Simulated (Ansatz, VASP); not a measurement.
## Two plane-wave programs on Al3Cu2

```xyz
5
Lattice="4.0986 0.0000 0.0000 -2.0493 3.5495 0.0000 0.0000 0.0000 4.9821" Properties=species:S:1:pos:R:3 pbc="T T T"
Al    0.0000    0.0000    0.0000
Al    0.0000    2.3663    1.7512
Al    2.0493    1.1832    3.2309
Cu    0.0000    2.3663    4.1964
Cu    2.0493    1.1832    0.7857
```

Alike in both runs: task single point; functional PBEsol; k mesh 12 × 12 × 8; occupations gaussian, width 0.1 eV; no spin polarisation.

|  | VASP | Ansatz |
| --- | --- | --- |
| version | VASP 6.6.1 | Ansatz 0.2.0 |
| potentials or method | VASP PAW PBE potentials, release 64 (Al, Cu), cutoff 520 eV | scalar-relativistic, plane waves, PAW |
| valence electrons in the cell | 31 | 47 |

VASP gave:

```
gap on the k mesh at the Fermi level (eV) : none
pressure (GPa)                            : 0.4
```

Question: What did Ansatz give for the same quantities?

Answer: gap on the k mesh at the Fermi level (eV): none; pressure (GPa): 0.0.

VASP's potentials were made for PBE, not for PBEsol. A gap of «none» marks a metal or a gap that the smearing closes. The functional is the same, so the differences come from potentials, cutoffs and numerics. VASP's potentials hold 31 valence electrons a cell and Ansatz's 47, so a difference there can come from the potentials and not from the codes.
